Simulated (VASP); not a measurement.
Li: relaxation of cell and atoms with r2SCAN+D3(BJ)

The system is Li.

```
CELL_PARAMETERS angstrom
-1.75465 1.75465 1.75465
1.75465 -1.75465 1.75465
1.75465 1.75465 -1.75465
ATOMIC_POSITIONS crystal
Li 0.00000 0.00000 0.00000
```

- Program: VASP 6.6.1
- Task: relaxation of cell and atoms
- Functional: r2SCAN
- Dispersion: D3(BJ)
- Potentials or basis: VASP PAW PBE potentials, release 64 (Li_sv)
- Cutoff: 600 eV
- k mesh: 11 × 11 × 11
- Occupations: fermi-dirac, width 0.05 eV
- Spin: no spin polarisation
- Dipole correction: no
- Further INCAR settings: ALGO = Normal; EDIFF = 1e-07; IBRION = 2; EDIFFG = -0.01; NSW = 60; ISIF = 3

```yaml
Relaxed_volume: 19.22 Å³/atom
Relaxed_cell: a = 2.923 Å, b = 2.923 Å, c = 2.923 Å, α = 109.47°, β = 109.47°, γ = 109.47°
Space_group_after_relaxing_to_0.1_Å: Im-3m (No. 229)
Energy_gained_by_relaxing: 6.3 meV/atom
Ionic_steps: 6
Pressure_after_relaxing: 0.0 GPa
Band_gap_on_the_k_mesh: zero (an odd number of electrons rules out a gap without spin polarisation)
Dispersion_energy_per_atom: -0.084 eV
```

Step by step:
```tsv
step	energy change (eV)	largest force (eV/Å)	pressure (GPa)	volume (Å³)
1	0.0000	0.0000	-1.02	21.61
2	-0.0025	0.0000	-0.96	21.18
3	-0.0058	0.0000	-0.33	19.93
4	-0.0064	0.0000	-0.12	19.35
5	-0.0058	0.0000	0.25	18.97
6	-0.0063	0.0000	0.03	19.22
```

Final structure:
```cif
data_structure
_symmetry_space_group_name_H-M 'P 1'
_symmetry_Int_Tables_number 1
_cell_length_a 2.9227
_cell_length_b 2.9227
_cell_length_c 2.9227
_cell_angle_alpha 109.471
_cell_angle_beta 109.471
_cell_angle_gamma 109.471
_cell_volume 19.22
loop_
_atom_site_label
_atom_site_type_symbol
_atom_site_fract_x
_atom_site_fract_y
_atom_site_fract_z
_atom_site_occupancy
Li1 Li 0.00000 0.00000 0.00000 1
```

Levels at points of the mesh, in eV from the Fermi level:
```csv
k point,band 1,band 2,band 3,band 4,band 5
"(0.00, 0.00, 0.00)",-47.99,-3.96,16.90,16.90,16.90
```

Run time: 94 s on 1 thread of Intel(R) Xeon(R) Platinum 8488C (Sapphire Rapids), with other jobs on the host, peak memory 0.14 GiB.

The cell as given is a measured one (21.61 Å³/atom); r2SCAN+D3(BJ) puts the equilibrium volume -11.1 % from it, thermal expansion not counted.

Caveat: the cutoff is under 1.25 times the usual one of these potentials, so pressure, stress and relaxed cells hold a basis-set (Pulay) error; the PAW data sets were made with another functional, which shifts forces and pressure a little.
